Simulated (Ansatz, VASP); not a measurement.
**Ir: VASP beside Ansatz**

```
CELL_PARAMETERS angstrom
0.00000 1.91970 1.91970
1.91970 0.00000 1.91970
1.91970 1.91970 0.00000
ATOMIC_POSITIONS crystal
Ir 0.00000 0.00000 0.00000
```

Alike in both runs: task single point; functional PBEsol; k mesh 24 × 24 × 24; occupations gaussian, width 0.15 eV; no spin polarisation.

|  | VASP | Ansatz |
| --- | --- | --- |
| version | VASP 6.6.1 | Ansatz 0.2.0 |
| potentials or method | VASP PAW PBE potentials, release 64 (Ir), cutoff 520 eV | scalar-relativistic, plane waves, PAW |
| valence electrons in the cell | 9 | 17 |

```tsv
	VASP	Ansatz	Ansatz less VASP
gap on the k mesh at the Fermi level (eV)	none	none	-
pressure (GPa)	-1.8	-2.6	-0.80
```

VASP's potentials were made for PBE, not for PBEsol. A gap of «none» marks a metal or a gap that the smearing closes. With one functional, cell and mesh, what is left measures potentials, basis and numerics. VASP's potentials hold 9 valence electrons a cell and Ansatz's 17, so a difference there can come from the potentials and not from the codes.

Neither program's run includes spin-orbit coupling.
